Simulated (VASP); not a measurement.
# Y (P6_3/mmc) in VASP: a series of runs

Runs on Y. Level: revPBE. Tasks: single point.

Everything below comes from runs of VASP 6.6.1. Logs are shortened: lines on timing, memory, paths and dates and some standing lists are left out, and cuts for length are marked.

### Step 1. The cell of the first run

It takes space group P6_3/mmc (No. 194, hexagonal). Conventional cell: a = 3.636 Å, b = 3.636 Å, c = 5.679 Å, α = 90.00°, β = 90.00°, γ = 120.00°. Y (site symmetry -6m2) has 12 Y at 3.53 to 3.64 Å within 4.6 Å.

### Step 2. Single point, revPBE (volume scaled by 0.96)

Contents of INCAR:

```
SYSTEM = Y
PREC = Accurate
ENCUT = 520
EDIFF = 1E-6
ISMEAR = -1
SIGMA = 0.1
LREAL = .FALSE.
LASPH = .TRUE.
NELM = 80
ALGO = Normal
ISIF = 2
LWAVE = .FALSE.
LCHARG = .TRUE.
GGA = RE
LELF = .TRUE.
LVHAR = .TRUE.
NBANDS = 18
```

Contents of KPOINTS:

```
regular mesh
0
G
  16 16 9
  0 0 0
```

Contents of POSCAR:

```
Y
1.0
    3.6358691894      0.0000000000      0.0000000000
   -1.8179345947      3.1487550829      0.0000000000
    0.0000000000      0.0000000000      5.6789900922
Y
2
Direct
    0.3333333333      0.6666666667      0.2500000000
    0.6666666667      0.3333333333      0.7500000000
```

Potentials or basis: VASP PAW PBE potentials, release 64 (Y_sv).

Run with:

```
$ cat potpaw_PBE.64/Y_sv/POTCAR > POTCAR
$ mpirun -np 1 vasp_std > vasp.out
```

OUTCAR:

```text
SYSTEM = Y
   PREC = Accurate
   ENCUT = 520
   EDIFF = 1E-6
   ISMEAR = -1
   LREAL = .FALSE.
   LASPH = .TRUE.
   NELM = 80
   ISIF = 2
   GGA = RE

 ion  position               nearest neighbor table
   1  0.333  0.667  0.250-   2 3.53   2 3.53   2 3.53   2 3.53   2 3.53   2 3.53
   2  0.667  0.333  0.750-   1 3.53   1 3.53   1 3.53   1 3.53   1 3.53   1 3.53

  LATTYP: Found a hexagonal cell.
 ALAT       =     3.6358691894
 C/A-ratio  =     1.5619346562

  Lattice vectors:

 A1 = (   3.6358691894,   0.0000000000,   0.0000000000)
 A2 = (  -1.8179345947,   3.1487550829,   0.0000000000)
 A3 = (   0.0000000000,   0.0000000000,   5.6789900922)

Analysis of symmetry for initial positions (statically):
=====================================================================
 Subroutine PRICEL returns:
 Original cell was already a primitive cell.

 Routine SETGRP: Setting up the symmetry group for a
 hexagonal supercell.

 Subroutine GETGRP returns: Found 24 space group operations
 (whereof 12 operations were pure point group operations)
 out of a pool of 24 trial point group operations.

The static configuration has the point symmetry D_3d.
 The point group associated with its full space group is D_6h.

Analysis of symmetry for dynamics (positions and initial velocities):
=====================================================================
 Subroutine PRICEL returns:
 Original cell was already a primitive cell.

 Routine SETGRP: Setting up the symmetry group for a
 hexagonal supercell.

 Subroutine GETGRP returns: Found 24 space group operations
 (whereof 12 operations were pure point group operations)
 out of a pool of 24 trial point group operations.

The dynamic configuration has the point symmetry D_3d.
 The point group associated with its full space group is D_6h.

 Subroutine INISYM returns: Found 24 space group operations
 (whereof 12 operations are pure point group operations),
 and found     1 'primitive' translations

----------------------------------------------------------------------------------------

                                     Primitive cell

  volume of cell :      65.0157

  direct lattice vectors                    reciprocal lattice vectors
     3.635869189  0.000000000  0.000000000     0.275037398  0.158792916  0.000000000
    -1.817934595  3.148755083  0.000000000     0.000000000  0.317585831  0.000000000
     0.000000000  0.000000000  5.678990092     0.000000000  0.000000000  0.176087647

  length of vectors
     3.635869189  3.635869189  5.678990092     0.317585831  0.317585831  0.176087647

  position of ions in fractional coordinates (direct lattice)
     0.333333333  0.666666667  0.250000000
     0.666666667  0.333333333  0.750000000

  ion indices of the primitive-cell ions
   primitive index   ion index
                 1           1
                 2           2

----------------------------------------------------------------------------------------

 KPOINTS: regular mesh

Automatic generation of k-mesh.
 Grid dimensions read from file:
 generate k-points for:   16   16    9

 Generating k-lattice:

  Cartesian coordinates                     Fractional coordinates (reciprocal lattice)
     0.017189837  0.009924557  0.000000000     0.062500000 -0.000000000  0.000000000
     0.000000000  0.019849114  0.000000000     0.000000000  0.062500000  0.000000000
     0.000000000  0.000000000  0.019565294     0.000000000  0.000000000  0.111111111

  Length of vectors
     0.019849114  0.019849114  0.019565294

  Shift w.r.t. Gamma in fractional coordinates (k-lattice)
     0.000000000  0.000000000  0.000000000

 Subroutine IBZKPT returns following result:
 ===========================================

 Found    150 irreducible k-points:

 Following reciprocal coordinates:
            Coordinates               Weight
  0.000000  0.000000  0.000000      1.000000
  0.062500 -0.000000  0.000000      6.000000
  0.125000 -0.000000  0.000000      6.000000
  0.187500  0.000000  0.000000      6.000000
  0.250000 -0.000000  0.000000      6.000000
  0.312500 -0.000000  0.000000      6.000000
[... 16 lines left out ...]
  0.187500  0.187500  0.000000      6.000000
  0.250000  0.187500  0.000000     12.000000
 [... further k-points ...]
   k-points           NKPTS =    150   k-points in BZ     NKDIM =    150   number of bands    NBANDS=     18
   number of dos      NEDOS =    301   number of ions     NIONS =      2
   total plane-waves  NPLWV =  32928
   dimension x,y,z NGX =    28 NGY =   28 NGZ =   42
   dimension x,y,z NGXF=    56 NGYF=   56 NGZF=   84
   ions per type =               2
   NGX,Y,Z   is equivalent  to a cutoff of  12.80, 12.80, 12.30 a.u.
   NGXF,Y,Z  is equivalent  to a cutoff of  25.61, 25.61, 24.59 a.u.
 SYSTEM =  Y
   PREC   = accura    normal or accurate (medium, high low for compatibility)
   ISTART =      0    job   : 0-new  1-cont  2-samecut
   ICHARG =      2    charge: 1-file 2-atom 10-const
   ISPIN  =      1    spin polarized calculation?
   LNONCOLLINEAR =      F non collinear calculations
   LSORBIT =      F    spin-orbit coupling
   LASPH  =      T    aspherical Exc in radial PAW
   ENCUT  =  520.0 eV  38.22 Ry    6.18 a.u.   6.76  6.76 10.56*2*pi/ulx,y,z
   NELM   =     80;   NELMIN=  2; NELMDL= -5     # of ELM steps
   EDIFF  = 0.1E-05   stopping-criterion for ELM
   LREAL  =      F    real-space projection
   EDIFFG = 0.1E-04   stopping-criterion for IOM
   NSW    =      0    number of steps for IOM
   IBRION =     -1    ionic relax: 0-MD 1-quasi-New 2-CG
   NFREE  =      0    steps in history (QN), initial steepest desc. (CG)
   ISIF   =      2    stress and relaxation
   ISYM   =      2    0-nonsym 1-usesym 2-fastsym
   POTIM  = 0.5000    time-step for ionic-motion
   TEBEG  =    0.0;   TEEND  =   0.0 temperature during run
   PSTRESS=    0.0 pullay stress
   NELECT =      22.0000    total number of electrons
   NUPDOWN=      -1.0000    fix difference up-down
   EMIN   =  10.00;   EMAX   =-10.00  energy-range for DOS
   EFERMI =   0.00;   METHOD = LEGACY
   ISMEAR =    -1;   SIGMA  =   0.10  broadening in eV -4-tet -1-fermi 0-gaus
   EFERMI_NEDOS =   21; number of points for ismear=-14 and -15
   IALGO  =     38    algorithm
   IMIX   =      4    mixing-type and parameters
     AMIX     =   0.40;   BMIX     =  1.00
     AMIX_MAG =   1.60;   BMIX_MAG =  1.00
  volume/ion in A,a.u.               =      32.51       219.37
  Fermi-wavevector in a.u.,A,eV,Ry     =   1.140800  2.155800 17.706968  1.301425
  Thomas-Fermi vector in A             =   2.277502
   LORBIT       =      0    0 simple, 1 ext, 2 COOP (PROOUT), +10 PAW based schemes
   GGA     = RE    functional components
   LHFCALC =     F    Hartree Fock is set to
   AEXX    =    0.0000 exact exchange contribution
   IVDW    =     0    specifies the selected vdW correction
   LEPSILON=     F    determine dielectric tensor
   LRPA    =     F    only Hartree local field effects (RPA)
 non-spin polarized calculation
  energy-cutoff  :      520.00
  volume of cell :       65.02
 maximum number of plane-waves:      1775
 NGX is ok and might be reduce to    28
   NGX = 13   NGY = 13   NGZ = 21

 number of electron      22.0000000 magnetization

 Free energy of the ion-electron system (eV)
  ---------------------------------------------------
  ext. energy  EPLUGINS =         0.00000000
  ---------------------------------------------------
  free energy    TOTEN  =       -12.39304851 eV

  energy without entropy =      -12.27249792  energy(sigma->0) =      -12.33277322

 E-fermi :   3.1193     XC(G=0):  -9.3993

 val. band max:        3.1149662186   @ k =   0.4375   0.0000   0.4444
 cond. band min:       3.1232926885   @ k =   0.5000  -0.0000   0.4444
 fundamental gap:      0.0083264699
 Fermi energy:         3.1192940457

 k-point     1 :       0.0000    0.0000    0.0000
  band No.  band energies     occupation
      1     -39.5675      2.00000
      2     -39.4899      2.00000
      3     -19.8580      2.00000
      4     -19.3660      2.00000
      5     -19.3660      2.00000
      6     -19.2725      2.00000
[... 10 lines left out ...]
     17       5.9246      0.00000
     18       5.9246      0.00000

 k-point     2 :       0.0625   -0.0000    0.0000
  band No.  band energies     occupation
      1     -39.5654      2.00000
      2     -39.4892      2.00000
      3     -19.8508      2.00000
      4     -19.3803      2.00000
      5     -19.3709      2.00000
      6     -19.2877      2.00000
[... 10 lines left out ...]
     17       5.8068      0.00000
     18       5.8419      0.00000

 k-point     3 :       0.1250   -0.0000    0.0000
  band No.  band energies     occupation
      1     -39.5596      2.00000
      2     -39.4873      2.00000
      3     -19.8299      2.00000
      4     -19.4212      2.00000
      5     -19.3848      2.00000
      6     -19.3303      2.00000
[... 10 lines left out ...]
     17       5.6818      0.00000
     18       5.8043      0.00000

 k-point     4 :       0.1875    0.0000    0.0000
  band No.  band energies     occupation
      1     -39.5507      2.00000
      2     -39.4847      2.00000
      3     -19.7968      2.00000
      4     -19.4826      2.00000
      5     -19.4049      2.00000
      6     -19.3925      2.00000
[... 375 lines left out ...]
      4     -19.6239      2.00000
      5     -19.5826      2.00000
      6     -19.5138      2.00000
[... 10 lines left out ...]
     17       8.1683      0.00000
     18       8.5169      0.00000

 k-point    23 :       0.1875    0.1875    0.0000
  band No.  band energies     occupation
      1     -39.5253      2.00000
      2     -39.4797      2.00000
      3     -19.6938      2.00000
      4     -19.5873      2.00000
      5     -19.5840      2.00000
      6     -19.4399      2.00000
[... 10 lines left out ...]
     17       6.9296      0.00000
     18       7.5975      0.00000

 k-point    24 :       0.2500    0.1875    0.0000
  band No.  band energies     occupation
      1     -39.5150      2.00000
      2     -39.4793      2.00000
      3     -19.6469      2.00000
      4     -19.6441      2.00000
      5     -19.6039      2.00000
      6     -19.4751      2.00000
[... 10 lines left out ...]
     17       7.4621      0.00000
     18       8.1992      0.00000

 [... further k-points ...]
[... 5 lines left out ...]
  --------------------------------------------------------------------------------------
  -------------------------------------------------------------------------------------
  Total        0.6355285      0.6355285      0.6364826      0.0000000     -0.0000000     -0.0000000
  in kB       15.6612844     15.6612844     15.6847960      0.0000000     -0.0000000     -0.0000000
  external PRESSURE =      15.6691216 kB  Pullay stress =       0.0000000 kB

 VOLUME and BASIS-vectors are now :
 -----------------------------------------------------------------------------
  energy-cutoff  :      520.00
  volume of cell :       65.02
      direct lattice vectors                 reciprocal lattice vectors
     3.635869189  0.000000000  0.000000000     0.275037398  0.158792916  0.000000000
    -1.817934595  3.148755083  0.000000000     0.000000000  0.317585831  0.000000000
     0.000000000  0.000000000  5.678990092     0.000000000  0.000000000  0.176087647

 POSITION                                       TOTAL-FORCE (eV/Angst)
 -----------------------------------------------------------------------------------
     -0.00000      2.09917      1.41975         0.000000      0.000000      0.000000
      1.81793      1.04959      4.25924        -0.000000     -0.000000      0.000000
 -----------------------------------------------------------------------------------
    total drift:                               -0.000000      0.000000     -0.000000

  FREE ENERGIE OF THE ION-ELECTRON SYSTEM (eV)
  ---------------------------------------------------
  free  energy   TOTEN  =       -12.3930485137 eV

  energy  without entropy=      -12.2724979165  energy(sigma->0) =      -12.33277322
```

Run time: 79 s. Hardware: 1 thread of Intel Xeon 6975P-C (Granite Rapids), shared host; peak memory 0.3 GiB.

Results:

* Free energy: -12.3930 eV
* Pressure: 1.6 GPa
* Band gap on the k mesh: zero (band 11 reaches 4.05 eV, above the bottom of band 12 at 2.65 eV)

Levels at points of the mesh, in eV from the Fermi level:
```tsv
k point	band 9	band 10	band 11	band 12	band 13	band 14
(0.00, 0.00, 0.00)	-4.69	-1.85	0.93	1.77	1.77	2.11
(0.50, 0.00, 0.00)	-1.67	-1.19	-0.82	-0.11	1.44	1.48
```

Caveat: the cell differs from its parent crystal (volume scaled by 0.96); the PAW data sets were made with another functional, which shifts forces and pressure a little.

### Step 3. Single point, revPBE

This run uses another cell than the first one, of 33.86 Å³/atom, 1.042 times its volume.

Contents of INCAR:

```
SYSTEM = Y
ALGO = Normal ; EDIFF = 1E-7
ENCUT = 520 ; GGA = RE
ISIF = 2 ; ISMEAR = -1
LASPH = .True. ; LCHARG = .False.
LREAL = .False. ; LWAVE = .False.
NBANDS = 18 ; NELM = 100
PREC = Accurate ; SIGMA = 0.1
```

Contents of KPOINTS:

```
k-points
0
Gamma
  16 16 9
  0 0 0
```

Contents of POSCAR:

```
Y
1.0
    3.6856818066      0.0000000000      0.0000000000
   -1.8428409033      3.1918940748      0.0000000000
    0.0000000000      0.0000000000      5.7567941452
Y
2
Direct
    0.3333333333      0.6666666667      0.2500000000
    0.6666666667      0.3333333333      0.7500000000
```

Potentials or basis: VASP PAW PBE potentials, release 64 (Y_sv).

Run with:

```
$ cat potpaw_PBE.64/Y_sv/POTCAR > POTCAR
$ mpirun -np 1 vasp_std > vasp.out
```

OUTCAR:

```text
SYSTEM = Y
   EDIFF = 1E-7
   ENCUT = 520
   GGA = RE
   ISIF = 2
   ISMEAR = -1
   LASPH = .True.
   LREAL = .False.
   NELM = 100
   PREC = Accurate

 ion  position               nearest neighbor table
   1  0.333  0.667  0.250-   2 3.58   2 3.58   2 3.58   2 3.58   2 3.58   2 3.58
   2  0.667  0.333  0.750-   1 3.58   1 3.58   1 3.58   1 3.58   1 3.58   1 3.58

  LATTYP: Found a hexagonal cell.
 ALAT       =     3.6856818066
 C/A-ratio  =     1.5619346561

  Lattice vectors:

 A1 = (   3.6856818066,   0.0000000000,   0.0000000000)
 A2 = (  -1.8428409033,   3.1918940748,   0.0000000000)
[... 192 lines left out ...]
      6     -19.6001      2.00000
[... 481 lines left out ...]
      5     -19.8883      2.00000
      6     -19.7767      2.00000
[... 10 lines left out ...]
     17       7.0961      0.00000
     18       7.7851      0.00000

 [... further k-points ...]
[... 5 lines left out ...]
  --------------------------------------------------------------------------------------
  -------------------------------------------------------------------------------------
  Total       -0.0386502     -0.0386502     -0.0334067      0.0000000      0.0000000     -0.0000000
  in kB       -0.9143552     -0.9143552     -0.7903103      0.0000000      0.0000000     -0.0000000
  external PRESSURE =      -0.8730069 kB  Pullay stress =       0.0000000 kB

 VOLUME and BASIS-vectors are now :
 -----------------------------------------------------------------------------
  energy-cutoff  :      520.00
  volume of cell :       67.72
      direct lattice vectors                 reciprocal lattice vectors
     3.685681807  0.000000000  0.000000000     0.271320220  0.156646802  0.000000000
    -1.842840903  3.191894075  0.000000000     0.000000000  0.313293605  0.000000000
     0.000000000  0.000000000  5.756794145     0.000000000  0.000000000  0.173707792

 POSITION                                       TOTAL-FORCE (eV/Angst)
 -----------------------------------------------------------------------------------
     -0.00000      2.12793      1.43920         0.000000     -0.000000      0.000000
      1.84284      1.06396      4.31760        -0.000000      0.000000      0.000000
 -----------------------------------------------------------------------------------
    total drift:                               -0.000000      0.000000     -0.000000

  FREE ENERGIE OF THE ION-ELECTRON SYSTEM (eV)
  ---------------------------------------------------
  free  energy   TOTEN  =       -12.4053516240 eV

  energy  without entropy=      -12.2812413419  energy(sigma->0) =      -12.34329648
```

OSZICAR:

```text
N       E                     dE             d eps       ncg     rms          rms(c)
DAV:   1     0.884682190679E+02    0.88468E+02   -0.11285E+04  5408   0.116E+03
DAV:   2    -0.521469393290E+01   -0.93683E+02   -0.92067E+02  6730   0.258E+02
DAV:   3    -0.125768315063E+02   -0.73621E+01   -0.73033E+01  9388   0.430E+01
DAV:   4    -0.127857047737E+02   -0.20887E+00   -0.20862E+00  6770   0.738E+00
DAV:   5    -0.127913157094E+02   -0.56109E-02   -0.56089E-02  7906   0.919E-01    0.322E+01
DAV:   6    -0.124682142502E+02    0.32310E+00   -0.43709E-01  6012   0.404E+00    0.199E+01
DAV:   7    -0.124161494612E+02    0.52065E-01   -0.86028E-01  6894   0.531E+00    0.184E+00
DAV:   8    -0.124066031193E+02    0.95463E-02   -0.17241E-01  6716   0.229E+00    0.146E+00
DAV:   9    -0.124053224086E+02    0.12807E-02   -0.35524E-03  7622   0.367E-01    0.319E-01
DAV:  10    -0.124055017241E+02   -0.17932E-03   -0.23656E-03  5900   0.420E-01    0.440E-01
DAV:  11    -0.124053585189E+02    0.14321E-03   -0.25175E-04  6082   0.136E-01    0.659E-02
DAV:  12    -0.124053493008E+02    0.92181E-05   -0.35460E-05  6488   0.481E-02    0.125E-02
DAV:  13    -0.124053515790E+02   -0.22782E-05   -0.39347E-06  6244   0.162E-02    0.234E-03
DAV:  14    -0.124053516240E+02   -0.44962E-07   -0.86921E-08  5922   0.173E-03
   1 F= -.12405352E+02 E0= -.12343296E+02  d E =-.124110E+00
```

stdout:

```text
POSCAR found type information on POSCAR Y
 POSCAR found :  1 types and       2 ions
 scaLAPACK will be used
 -----------------------------------------------------------------------------
|                                                                             |
|                                                                             |
|     You enforced a specific xc type in the INCAR file but a different       |
|     I HOPE YOU KNOW WHAT YOU ARE DOING!                                     |
|                                                                             |
 -----------------------------------------------------------------------------

 LDA part: xc-table for (Slater+PW92), standard interpolation
 POSCAR, INCAR and KPOINTS ok, starting setup
 FFT: planning ... GRIDC
 FFT: planning ... GRID_SOFT
 FFT: planning ... GRID
 WAVECAR not read
 entering main loop
```

Wall time 86 s (1 thread of Intel Xeon 6975P-C (Granite Rapids), shared host); peak memory 0.31 GiB.

Results:

```
Free energy            : -12.4054 eV
Pressure               : -0.1 GPa
Band gap on the k mesh : zero (band 11 reaches 3.75 eV, above the bottom of band 12 at 2.45 eV)
```

Levels at points of the mesh, in eV from the Fermi level:
```
           k point  band 8  band 9  band 10  band 11  band 12  band 13  band 14  band 15
(0.00, 0.00, 0.00)  -22.49   -4.63    -1.79     0.81     1.74     1.74     2.06     2.33
(0.50, 0.00, 0.00)  -22.57   -1.65    -1.12    -0.76    -0.17     1.37     1.45     2.04
```

Caveat: the PAW data sets were made with another functional, which shifts forces and pressure a little.

### Step 4. Single point, revPBE

This run uses another cell than the first one, of 33.86 Å³/atom, 1.042 times its volume.

Contents of INCAR:

```
PREC     = Accurate       # precision mode
ENCUT    = 520            # plane-wave cutoff, eV
EDIFF    = 1E-7           # SCF threshold, eV
ISMEAR   = -1             # smearing method
SIGMA    = 0.1            # smearing width, eV
LREAL    = F              # projectors in reciprocal space
LASPH    = T              # aspherical terms in the spheres
NELM     = 100            # most SCF steps
ALGO     = Normal         # electronic algorithm
ISIF     = 2              # what is computed and relaxed
LWAVE    = F              # write WAVECAR
LCHARG   = F              # write CHGCAR
GGA      = RE             # functional
NBANDS   = 18             # bands
```

Contents of KPOINTS:

```
Automatic mesh
0
Gamma
  16 16 9
```

POSCAR is that of step 3.

Run with:

```
$ cat potpaw_PBE.64/Y_sv/POTCAR > POTCAR
$ mpirun -np 1 vasp_std > vasp.out
```

Run time: 74 s. Hardware: 1 thread of Intel Xeon 6975P-C (Granite Rapids), shared host; peak memory 0.31 GiB.

Results (log left out):

```yaml
Free_energy: -12.4054 eV
Pressure: -0.1 GPa
Band_gap_on_the_k_mesh: zero (band 11 reaches 3.75 eV, above the bottom of band 12 at 2.45 eV)
```

Levels at points of the mesh, in eV from the Fermi level:
| k point | band 8 | band 9 | band 10 | band 11 | band 12 | band 13 | band 14 | band 15 |
| --- | --- | --- | --- | --- | --- | --- | --- | --- |
| (0.00, 0.00, 0.00) | -22.49 | -4.63 | -1.79 | 0.81 | 1.74 | 1.74 | 2.06 | 2.33 |
| (0.50, 0.00, 0.00) | -22.57 | -1.65 | -1.12 | -0.76 | -0.17 | 1.37 | 1.45 | 2.04 |

Caveat: the PAW data sets were made with another functional, which shifts forces and pressure a little.
